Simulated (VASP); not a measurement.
Here is a VASP 6.6.1 calculation.

File INCAR:

```
SYSTEM = C
  ALGO = Normal
  EDIFF = 1E-6
  ENCUT = 520
  GGA = PE
  ISIF = 2
  ISMEAR = 0
  LASPH = .True.
  LCHARG = .True.
  LELF = .True.
  LREAL = .False.
  LVHAR = .True.
  LWAVE = .False.
  NBANDS = 16
  NELM = 80
  PREC = Accurate
  SIGMA = 0.1
```

KPOINTS

```
k-points
0
Gamma
  16 16 16
  0 0 0
```

Contents of POSCAR:

```
C
1.0
    2.8448138517      0.0000000000      0.0000000000
    0.0000000000      2.8448138517      0.0000000000
    0.0000000000      0.0000000000      2.8448138517
C
4
Direct
    0.6250000000      0.6250000000      0.6250000000
    0.8750000000      0.3750000000      0.1250000000
    0.1250000000      0.8750000000      0.3750000000
    0.3750000000      0.1250000000      0.8750000000
```

Potentials or basis: VASP PAW PBE potentials, release 64 (C).

Command:

```console
$ cat potpaw_PBE.64/C/POTCAR > POTCAR
$ mpirun -np 1 vasp_std > vasp.out
```

Predict the pressure.

0.1 GPa.

What does it give for the band gap on the k mesh?

Zero (bands 8 and 9 overlap by 3.06 eV).
